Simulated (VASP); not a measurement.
# TiTe (rocksalt type) (Fm-3m) in VASP: a series of runs

Aim: see how the results for TiTe (rocksalt type) move with the level of theory and the settings. Levels: LDA, LDA+U. Tasks: single point.

Program: VASP 6.6.1. These are calculated values, not measurements. Logs are shortened: lines on timing, memory, paths and dates and some standing lists are left out, and cuts for length are marked.

## 1. The cell of the first run

Symmetry: Fm-3m, No. 225, cubic system. Conventional cell: a = 5.361 Å, b = 5.361 Å, c = 5.361 Å, α = 90.00°, β = 90.00°, γ = 90.00°. Within 3.5 Å of Ti (site symmetry m-3m) lie 6 Te at 2.68 Å. Te (site symmetry m-3m) has 6 Ti at 2.68 Å within 3.5 Å.

## 2. Single point, LDA (19.26 Å³/atom)

Contents of INCAR:

```
  PREC = Accurate
  ENCUT = 520
  EDIFF = 1E-6
  ISMEAR = -1
  SIGMA = 0.05
  LREAL = F
  LASPH = T
  NELM = 80
  ALGO = Normal
  ISIF = 2
  LWAVE = F
  LCHARG = F
  NBANDS = 16
```

Contents of KPOINTS:

```
regular mesh
0
Gamma
  12 12 12
```

Contents of POSCAR:

```
TiTe
1.0
    0.0000000000      2.6803986874      2.6803986874
    2.6803986874      0.0000000000      2.6803986874
    2.6803986874      2.6803986874      0.0000000000
Ti Te
1 1
Direct
    0.0000000000      0.0000000000      0.0000000000
    0.5000000000      0.5000000000      0.5000000000
```

Potentials or basis: VASP PAW LDA potentials, release 64 (Ti_sv, Te).

Run with:

```
cat potpaw_LDA.64/Ti_sv/POTCAR potpaw_LDA.64/Te/POTCAR > POTCAR
mpirun -np 1 vasp_std > vasp.out
```

OUTCAR:

```text
PREC = Accurate
   ENCUT = 520
   EDIFF = 1E-6
   ISMEAR = -1
   LREAL = F
   LASPH = T
   NELM = 80
   ISIF = 2

 ion  position               nearest neighbor table
   1  0.000  0.000  0.000-   2 2.68   2 2.68   2 2.68   2 2.68   2 2.68   2 2.68
   2  0.500  0.500  0.500-   1 2.68   1 2.68   1 2.68   1 2.68   1 2.68   1 2.68

  LATTYP: Found a face centered cubic cell.
 ALAT       =     5.3607973748

  Lattice vectors:

 A1 = (   0.0000000000,   2.6803986874,   2.6803986874)
 A2 = (   2.6803986874,   0.0000000000,   2.6803986874)
 A3 = (   2.6803986874,   2.6803986874,   0.0000000000)

Analysis of symmetry for initial positions (statically):
=====================================================================
 Subroutine PRICEL returns:
 Original cell was already a primitive cell.

 Routine SETGRP: Setting up the symmetry group for a
 face centered cubic supercell.

 Subroutine GETGRP returns: Found 48 space group operations
 (whereof 48 operations were pure point group operations)
 out of a pool of 48 trial point group operations.

The static configuration has the point symmetry O_h .

Analysis of symmetry for dynamics (positions and initial velocities):
=====================================================================
 Subroutine PRICEL returns:
 Original cell was already a primitive cell.

 Routine SETGRP: Setting up the symmetry group for a
 face centered cubic supercell.

 Subroutine GETGRP returns: Found 48 space group operations
 (whereof 48 operations were pure point group operations)
 out of a pool of 48 trial point group operations.

The dynamic configuration has the point symmetry O_h .

 Subroutine INISYM returns: Found 48 space group operations
 (whereof 48 operations are pure point group operations),
 and found     1 'primitive' translations

----------------------------------------------------------------------------------------

                                     Primitive cell

  volume of cell :      38.5148

  direct lattice vectors                    reciprocal lattice vectors
     0.000000000  2.680398687  2.680398687    -0.186539414  0.186539414  0.186539414
     2.680398687  0.000000000  2.680398687     0.186539414 -0.186539414  0.186539414
     2.680398687  2.680398687  0.000000000     0.186539414  0.186539414 -0.186539414

  length of vectors
     3.790656176  3.790656176  3.790656176     0.323095742  0.323095742  0.323095742

  position of ions in fractional coordinates (direct lattice)
     0.000000000  0.000000000  0.000000000
[... 77 lines left out ...]
   NELM   =     80;   NELMIN=  2; NELMDL= -5     # of ELM steps
   EDIFF  = 0.1E-05   stopping-criterion for ELM
   LREAL  =      F    real-space projection
   EDIFFG = 0.1E-04   stopping-criterion for IOM
   NSW    =      0    number of steps for IOM
   IBRION =     -1    ionic relax: 0-MD 1-quasi-New 2-CG
   NFREE  =      0    steps in history (QN), initial steepest desc. (CG)
   ISIF   =      2    stress and relaxation
   ISYM   =      2    0-nonsym 1-usesym 2-fastsym
   POTIM  = 0.5000    time-step for ionic-motion
   TEBEG  =    0.0;   TEEND  =   0.0 temperature during run
   PSTRESS=    0.0 pullay stress
   NELECT =      18.0000    total number of electrons
   NUPDOWN=      -1.0000    fix difference up-down
   EMIN   =  10.00;   EMAX   =-10.00  energy-range for DOS
   EFERMI =   0.00;   METHOD = LEGACY
   ISMEAR =    -1;   SIGMA  =   0.05  broadening in eV -4-tet -1-fermi 0-gaus
   EFERMI_NEDOS =   21; number of points for ismear=-14 and -15
   IALGO  =     38    algorithm
   IMIX   =      4    mixing-type and parameters
     AMIX     =   0.40;   BMIX     =  1.00
     AMIX_MAG =   1.60;   BMIX_MAG =  1.00
  volume/ion in A,a.u.               =      19.26       129.96
  Fermi-wavevector in a.u.,A,eV,Ry     =   1.270446  2.400795 21.960259  1.614033
  Thomas-Fermi vector in A             =   2.403433
   LORBIT       =      0    0 simple, 1 ext, 2 COOP (PROOUT), +10 PAW based schemes
   GGA     = CA    functional components
   LHFCALC =     F    Hartree Fock is set to
   AEXX    =    0.0000 exact exchange contribution
   IVDW    =     0    specifies the selected vdW correction
   LEPSILON=     F    determine dielectric tensor
   LRPA    =     F    only Hartree local field effects (RPA)
 non-spin polarized calculation
  energy-cutoff  :      520.00
  volume of cell :       38.51
 maximum number of plane-waves:      1056
   NGX = 15   NGY = 15   NGZ = 15

 number of electron      17.9999993 magnetization

 Free energy of the ion-electron system (eV)
  ---------------------------------------------------
  ext. energy  EPLUGINS =         0.00000000
  ---------------------------------------------------
  free energy    TOTEN  =       -13.09081204 eV

  energy without entropy =      -13.07109554  energy(sigma->0) =      -13.08095379

 E-fermi :  11.1602     XC(G=0): -11.5418

 val. band max:       11.1600845112   @ k =  -0.1667   0.1667   0.0000
 cond. band min:      11.1658999351   @ k =  -0.3333   0.0833   0.0000
 fundamental gap:      0.0058154239
 Fermi energy:        11.1602409880

 k-point     1 :       0.0000    0.0000    0.0000
  band No.  band energies     occupation
      1     -45.5893      2.00000
      2     -22.2977      2.00000
      3     -22.2977      2.00000
      4     -22.2977      2.00000
      5      -3.4644      2.00000
      6      10.1654      2.00000
[... 433 lines left out ...]
      3     -22.3127      2.00000
      4     -22.3011      2.00000
      5      -1.3928      2.00000
      6       3.9545      2.00000
[... 8 lines left out ...]
     15      17.8069      0.00000
     16      18.1914      0.00000

 [... further k-points ...]

------------------------ aborting loop because EDIFF is reached ----------------------------------------

  FORCE on cell =-STRESS in cart. coord.  units (eV):
  Direction    XX          YY          ZZ          XY          YZ          ZX
  --------------------------------------------------------------------------------------
  -------------------------------------------------------------------------------------
  Total        2.3389818      2.3389818      2.3389818      0.0000000      0.0000000     -0.0000000
  in kB       97.2991924     97.2991924     97.2991924      0.0000000      0.0000000     -0.0000000
  external PRESSURE =      97.2991924 kB  Pullay stress =       0.0000000 kB

 VOLUME and BASIS-vectors are now :
 -----------------------------------------------------------------------------
  energy-cutoff  :      520.00
  volume of cell :       38.51
      direct lattice vectors                 reciprocal lattice vectors
     0.000000000  2.680398687  2.680398687    -0.186539414  0.186539414  0.186539414
     2.680398687  0.000000000  2.680398687     0.186539414 -0.186539414  0.186539414
     2.680398687  2.680398687  0.000000000     0.186539414  0.186539414 -0.186539414

 POSITION                                       TOTAL-FORCE (eV/Angst)
 -----------------------------------------------------------------------------------
      0.00000      0.00000      0.00000         0.000000      0.000000      0.000000
      2.68040      2.68040      2.68040         0.000000      0.000000     -0.000000
 -----------------------------------------------------------------------------------
    total drift:                               -0.000000      0.000000      0.000000

  FREE ENERGIE OF THE ION-ELECTRON SYSTEM (eV)
  ---------------------------------------------------
  free  energy   TOTEN  =       -13.0908120360 eV

  energy  without entropy=      -13.0710955375  energy(sigma->0) =      -13.08095379
```

It took 24 s on 1 thread of Intel Xeon Platinum 8375C at 2.90GHz (Ice Lake), shared host; peak memory 0.17 GiB.

What came out:

- Free energy: -13.0908 eV
- Pressure: 9.7 GPa
- Band gap on the k mesh: zero (bands 9 and 10 overlap by 1.42 eV)

Caveat: the cell stands under pressure; spin-orbit coupling is left out, which moves the levels of the heavy elements.

## 3. Single point, LDA (19.26 Å³/atom)

Contents of INCAR:

```
SYSTEM = TiTe
  ALGO = Normal
  EDIFF = 1E-6
  ENCUT = 520
  GGA = CA
  ISIF = 2
  ISMEAR = -1
  LASPH = .TRUE.
  LCHARG = .FALSE.
  LREAL = .FALSE.
  LWAVE = .FALSE.
  NBANDS = 16
  NELM = 80
  PREC = Accurate
  SIGMA = 0.05
```

Contents of KPOINTS:

```
k-points
0
G
  12 12 12
  0 0 0
```

POSCAR is that of step 2.

Potentials or basis: VASP PAW LDA potentials, release 64 (Ti_sv, Te).

Run with:

```
cat potpaw_LDA.64/Ti_sv/POTCAR potpaw_LDA.64/Te/POTCAR > POTCAR
mpirun -np 1 vasp_std > vasp.out
```

Run time: 26 s. Hardware: 1 thread of Intel Xeon Platinum 8375C at 2.90GHz (Ice Lake), shared host; peak memory 0.17 GiB.

The run converged. Its results:

```yaml
Free_energy: -13.0908 eV
Pressure: 9.7 GPa
Band_gap_on_the_k_mesh: zero (bands 9 and 10 overlap by 1.42 eV)
```

Levels at points of the mesh, in eV from the Fermi level:
```tsv
k point	band 5	band 6	band 7	band 8	band 9	band 10	band 11	band 12	band 13	band 14
(0.00, 0.00, 0.00)	-14.62	-0.99	-0.99	-0.99	-0.98	-0.98	-0.98	-0.54	-0.54	4.88
(0.50, 0.00, 0.00)	-12.60	-7.64	-4.21	-4.21	0.44	0.44	0.83	2.64	4.49	4.49
(0.50, 0.50, 0.00)	-12.62	-6.50	-3.38	-3.38	-2.56	0.10	0.94	0.94	1.23	2.91
```

Caveat: the cell stands under pressure; spin-orbit coupling is left out, which moves the levels of the heavy elements.

## 4. Single point, LDA+U

This run uses another cell than the first one, of 10.88 Å³/atom.

Contents of INCAR:

```
SYSTEM = TiTe
PREC = Accurate
ENCUT = 520
EDIFF = 1E-6
ISMEAR = -1
SIGMA = 0.05
LREAL = .FALSE.
LASPH = .TRUE.
NELM = 150
ALGO = Normal
ISIF = 2
LWAVE = .FALSE.
LCHARG = .FALSE.
LMAXMIX = 4
LDAU = .TRUE.
LDAUTYPE = 2
LDAUL = 2 -1
LDAUU = 6 0
LDAUJ = 0 0
LDAUPRINT = 1
NBANDS = 16
```

Contents of KPOINTS:

```
Automatic mesh
0
G
  12 12 12
  0 0 0
```

Contents of POSCAR:

```
TiTe
1.0
    0.0000000000      2.2161776396      2.2161776396
    2.2161776396      0.0000000000      2.2161776396
    2.2161776396      2.2161776396      0.0000000000
Ti Te
1 1
Direct
    0.0000000000      0.0000000000      0.0000000000
    0.5000000000      0.5000000000      0.5000000000
```

Potentials or basis: VASP PAW LDA potentials, release 64 (Ti_sv, Te).

Run with:

```
cat potpaw_LDA.64/Ti_sv/POTCAR potpaw_LDA.64/Te/POTCAR > POTCAR
mpirun -np 1 vasp_std > vasp.out
```

OUTCAR:

```text
SYSTEM = TiTe
   PREC = Accurate
   ENCUT = 520
   EDIFF = 1E-6
   ISMEAR = -1
   LREAL = .FALSE.
   LASPH = .TRUE.
   NELM = 150
   ISIF = 2

 ion  position               nearest neighbor table
   1  0.000  0.000  0.000-   2 2.22   2 2.22   2 2.22   2 2.22   2 2.22   2 2.22
   2  0.500  0.500  0.500-   1 2.22   1 2.22   1 2.22   1 2.22   1 2.22   1 2.22

  LATTYP: Found a face centered cubic cell.
 ALAT       =     4.4323552792

  Lattice vectors:

 A1 = (   0.0000000000,   2.2161776396,   2.2161776396)
 A2 = (   2.2161776396,   0.0000000000,   2.2161776396)
 A3 = (   2.2161776396,   2.2161776396,   0.0000000000)

Analysis of symmetry for initial positions (statically):
=====================================================================
 Subroutine PRICEL returns:
 Original cell was already a primitive cell.

 Routine SETGRP: Setting up the symmetry group for a
 face centered cubic supercell.

 Subroutine GETGRP returns: Found 48 space group operations
 (whereof 48 operations were pure point group operations)
 out of a pool of 48 trial point group operations.

The static configuration has the point symmetry O_h .

Analysis of symmetry for dynamics (positions and initial velocities):
[... 197 lines left out ...]
 val. band max:       21.6255071467   @ k =  -0.2500   0.3333   0.0833
 cond. band min:      21.6683689447   @ k =   0.3333   0.0833   0.0000
 fundamental gap:      0.0428617980
 Fermi energy:        21.6652724583

 k-point     1 :       0.0000    0.0000    0.0000
  band No.  band energies     occupation
      1     -35.3533      2.00000
      2     -12.1766      2.00000
      3     -12.1766      2.00000
      4     -12.1766      2.00000
      5       2.8822      2.00000
      6      19.5090      2.00000
[... 433 lines left out ...]
      3     -12.2695      2.00000
      4     -12.1243      2.00000
      5       8.0753      2.00000
      6      11.1002      2.00000
[... 8 lines left out ...]
     15      32.6957      0.00000
     16      33.3360      0.00000

 [... further k-points ...]

------------------------ aborting loop because EDIFF is reached ----------------------------------------

  FORCE on cell =-STRESS in cart. coord.  units (eV):
  Direction    XX          YY          ZZ          XY          YZ          ZX
  --------------------------------------------------------------------------------------
  -------------------------------------------------------------------------------------
  Total       36.9265009     36.9265009     36.9265009      0.0000000      0.0000000      0.0000000
  in kB     2717.7220476   2717.7220476   2717.7220476      0.0000000      0.0000000      0.0000000
  external PRESSURE =    2717.7220476 kB  Pullay stress =       0.0000000 kB

 VOLUME and BASIS-vectors are now :
 -----------------------------------------------------------------------------
  energy-cutoff  :      520.00
  volume of cell :       21.77
      direct lattice vectors                 reciprocal lattice vectors
     0.000000000  2.216177640  2.216177640    -0.225613683  0.225613683  0.225613683
     2.216177640  0.000000000  2.216177640     0.225613683 -0.225613683  0.225613683
     2.216177640  2.216177640  0.000000000     0.225613683  0.225613683 -0.225613683

 POSITION                                       TOTAL-FORCE (eV/Angst)
 -----------------------------------------------------------------------------------
      0.00000      0.00000      0.00000         0.000000      0.000000     -0.000000
      2.21618      2.21618      2.21618         0.000000      0.000000      0.000000
 -----------------------------------------------------------------------------------
    total drift:                                0.000000     -0.000000     -0.000000

  FREE ENERGIE OF THE ION-ELECTRON SYSTEM (eV)
  ---------------------------------------------------
  free  energy   TOTEN  =         2.2320229265 eV

  energy  without entropy=        2.2402338202  energy(sigma->0) =        2.23612837
```

stdout:

```text
POSCAR found type information on POSCAR TiTe
 POSCAR found :  2 types and       2 ions
 scaLAPACK will be used
 LDA part: xc-table for (Slater(with rela. corr.)+CA(PZ))
 , standard interpolation
 POSCAR, INCAR and KPOINTS ok, starting setup
 FFT: planning ... GRIDC
 FFT: planning ... GRID_SOFT
 FFT: planning ... GRID
 WAVECAR not read
 entering main loop
```

Run time: 11 s. Hardware: 1 thread of Intel Xeon Platinum 8375C at 2.90GHz (Ice Lake), shared host; peak memory 0.15 GiB.

What came out:

| Quantity | Value |
| --- | --- |
| Free energy | 2.2320 eV |
| Pressure | 271.8 GPa |
| Band gap on the k mesh | zero (bands 9 and 10 overlap by 2.04 eV) |

Eigenvalues of the final occupation matrices:
```csv
site,spin,trace,eigenvalues
site 1 d,1,1.60,0.29 0.29 0.29 0.36 0.36
site 1 d,2,1.60,0.29 0.29 0.29 0.36 0.36
```

Caveat: the cell stands under pressure; spin-orbit coupling is left out, which moves the levels of the heavy elements; U without spin polarisation on a metal has little footing; the U is typed as a test and isn't derived for this compound.
